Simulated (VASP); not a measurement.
Write the native input for VASP 6.6.1 that does the following.

| Item | Value |
| --- | --- |
| Task | single point |
| Functional | PBE |
| Potentials or basis | VASP PAW PBE potentials, release 64 (Te, Pb_d) |
| Cutoff | 520 eV |
| k mesh | 4 × 4 × 4 |
| Occupations | gaussian, width 0.01 eV |
| Spin | no spin polarisation |
| Dipole correction | no |
| Further INCAR settings | ALGO = Normal; EDIFF = 1e-06; NBANDS = 17 |

The structure of TePb lies in POSCAR:

```
TePb
1.0
    0.0000000000      3.2678555508      3.3230823096
    3.2678555508      0.0000000000      3.3230823096
    3.2678555508      3.2678555508      0.0000000000
Te Pb
1 1
Direct
    0.5000000000      0.5000000000      0.5000000000
    0.0000000000      0.0000000000      0.0000000000
```

This cell differs from its parent crystal: uniaxial z strain +1.7%.

The input as run:

INCAR

```
PREC     = Accurate       # precision mode
ENCUT    = 520            # plane-wave cutoff, eV
EDIFF    = 1E-6           # SCF threshold, eV
ISMEAR   = 0              # smearing method
SIGMA    = 0.01           # smearing width, eV
LREAL    = False          # projectors in reciprocal space
LASPH    = True           # aspherical terms in the spheres
NELM     = 60             # most SCF steps
ALGO     = Normal         # electronic algorithm
ISIF     = 2              # what is computed and relaxed
LWAVE    = False          # write WAVECAR
LCHARG   = False          # write CHGCAR
GGA      = PE             # functional
NBANDS   = 17             # bands
```

KPOINTS

```
Automatic mesh
0
Gamma
  4 4 4
```

Potentials or basis: VASP PAW PBE potentials, release 64 (Te, Pb_d).

Launch:

```bash
$ cat potpaw_PBE.64/Te/POTCAR potpaw_PBE.64/Pb_d/POTCAR > POTCAR
$ mpirun -np 1 vasp_std > vasp.out
```

Results of the run:

```yaml
Pressure: -0.1 GPa
Band_gap_on_the_k_mesh: 0.82 eV, direct
```

Caveat: the cell differs from its parent crystal (uniaxial z strain +1.7%); spin-orbit coupling is left out, which moves the levels of the heavy elements.

It took 15 s on 1 thread of Intel(R) Xeon(R) Platinum 8488C (Sapphire Rapids) (shared host), peak memory 0.2 GiB.
